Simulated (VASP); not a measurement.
**BaTe: single point with PBE**

BaTe:

```
Ba Te
1.0
     4.26247    0.00000    0.00000
     0.00000    4.26247    0.00000
     0.00000    0.00000    4.26247
Ba Te
1 1
Direct
  0.00000 0.08798 0.00000
  0.50000 0.50000 0.50000
```

This cell differs from its parent crystal: all Ba atoms moved +0.375 Å, as atom 1 along Cartesian [0 1 0].

* Program: VASP 6.6.1
* Task: single point
* Functional: PBE
* Potentials or basis: VASP PAW PBE potentials, release 64 (Ba_sv, Te)
* Cutoff: 520 eV
* k mesh: 6 × 6 × 6
* Occupations: gaussian, width 0.05 eV
* Spin: no spin polarisation

```yaml
Pressure: 1.1 GPa
Largest_force: 0.425 eV/Å
Band_gap_on_the_k_mesh: 0.88 eV, indirect (least direct gap 1.16 eV)
```

Forces in eV/Å, atoms in the order of the input:
```
Ba   0.000 -0.425  0.000
Te   0.000  0.425  0.000
```

Stress tensor (GPa, compression positive):
```
1.16 0.00 0.00
0.00 0.87 0.00
0.00 0.00 1.16
```

Levels at points of the mesh, in eV from the valence-band top:
```
           k point  band 4  band 5  band 6  band 7  band 8  band 9  band 10  band 11  band 12  band 13
(0.00, 0.00, 0.00)  -12.98  -10.24   -0.69   -0.31   -0.31    0.88     1.58     2.47     4.59     4.80
(0.50, 0.00, 0.00)  -12.92   -9.48   -3.24   -0.87   -0.60    1.65     3.95     4.93     5.02     5.05
(0.00, 0.50, 0.00)  -12.93   -9.55   -3.22   -0.75   -0.75    1.63     4.96     5.04     5.11     5.33
(0.50, 0.50, 0.00)  -12.89   -9.65   -2.00   -1.93   -0.13    1.23     2.67     3.06     3.36     6.28
(0.50, 0.00, 0.50)  -12.91   -9.75   -1.93   -1.93    0.00    1.16     3.03     3.16     3.16     6.34
(0.50, 0.50, 0.50)  -13.26   -9.39   -2.73   -2.73   -2.71    4.52     4.52     4.94     6.45     6.50
```

Wall time 24 s on 1 thread of Intel(R) Xeon(R) Platinum 8259CL CPU @ 2.50GHz (Skylake/Cascade Lake), with other jobs on the host, peak memory 0.2 GiB.

Caveat: the cell differs from its parent crystal (all Ba atoms moved +0.375 Å, as atom 1 along Cartesian [0 1 0]); spin-orbit coupling is left out, which moves the levels of the heavy elements. A k mesh can miss the band edges.
